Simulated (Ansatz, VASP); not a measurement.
## BP in VASP and in Ansatz

```
B P
1.0
     0.00000    2.24664    2.31438
     2.24664    0.00000    2.31438
     2.24664    2.24664    0.00000
B P
1 1
Direct
  0.00000 0.00000 0.00000
  0.75000 0.75000 0.75000
```

Change from the starting cell: z stretched by +2 % at fixed volume.

Alike in both runs: task single point; functional PBE; k mesh 15 × 15 × 15; occupations fermi-dirac, width 0.05 eV; no spin polarisation.

```csv
,VASP,Ansatz
version,VASP 6.6.1,Ansatz 0.2.0
potentials or method,"VASP PAW PBE potentials, release 64 (B, P), cutoff 500 eV","all-electron LAPW, scalar-relativistic"
```

|  | VASP | Ansatz | Ansatz less VASP |
| --- | --- | --- | --- |
| pressure (GPa) | 0.9 | 1.1 | +0.19 |
| traceless stress, the component that is largest in VASP (GPa) | -5.52 | -5.52 | +0.004 |

Ansatz ran all-electron here, and VASP with PAW potentials.
